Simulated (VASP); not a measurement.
# FeS2: single point with PBEsol

FeS2:

```
CELL_PARAMETERS angstrom
4.36741 0.00000 0.00000
0.00000 5.33314 0.00000
0.00000 0.00000 3.34442
ATOMIC_POSITIONS crystal
Fe 0.50000 0.50000 0.50000
Fe 0.00000 0.00000 0.00000
S 0.29286 0.87441 0.50000
S 0.70714 0.12559 0.50000
S 0.20714 0.37441 0.00000
S 0.79286 0.62559 0.00000
```

- Program: VASP 6.6.1
- Task: single point
- Functional: PBEsol
- Potentials or basis: VASP PAW PBE potentials, release 64 (Fe, S)
- Cutoff: 600 eV
- k mesh: 6 × 6 × 8
- Occupations: gaussian, width 0.02 eV
- Spin: no spin polarisation

```json
{
 "Pressure": "0.6 GPa",
 "Largest force": "0.053 eV/Å",
 "Band gap on the k mesh": "0.93 eV (least direct gap 1.26 eV)"
}
```

Forces in eV/Å, atoms in the order of the input:
```
Fe   0.000  0.000  0.000
Fe   0.000  0.000  0.000
S    0.047  0.025  0.000
S   -0.047 -0.025  0.000
S   -0.047  0.025  0.000
S    0.047 -0.025  0.000
```

Stress tensor (GPa, compression positive):
```
0.46 0.00 0.00
0.00 0.59 0.00
0.00 0.00 0.62
```

Levels at points of the mesh, in eV from the valence-band top:
| k point | band 18 | band 19 | band 20 | band 21 | band 22 | band 23 |
| --- | --- | --- | --- | --- | --- | --- |
| (0.00, 0.00, 0.00) | -0.85 | -0.84 | -0.49 | 1.12 | 1.51 | 2.86 |
| (0.50, 0.00, 0.00) | -0.72 | -0.12 | -0.12 | 1.91 | 1.91 | 1.96 |
| (0.00, 0.50, 0.00) | -0.88 | -0.36 | -0.36 | 1.14 | 1.14 | 2.60 |
| (0.50, 0.50, 0.00) | -1.23 | -1.02 | -1.02 | 1.51 | 1.51 | 2.14 |
| (0.00, 0.00, 0.50) | -0.96 | -0.47 | -0.47 | 1.60 | 1.60 | 1.81 |
| (0.50, 0.00, 0.50) | -0.82 | -0.38 | -0.38 | 1.58 | 1.58 | 1.97 |
| (0.00, 0.50, 0.50) | -1.59 | -0.43 | -0.43 | 0.93 | 0.93 | 2.36 |
| (0.50, 0.50, 0.50) | -0.65 | -0.41 | -0.41 | 1.63 | 1.63 | 2.22 |

It took 3.9 min on 1 thread of Oxide Virtual Turin-like Processor, on a shared host, peak memory 0.29 GiB.

Caveat: the PAW data sets were made with another functional, which shifts forces and pressure a little. A k mesh can miss the band edges.
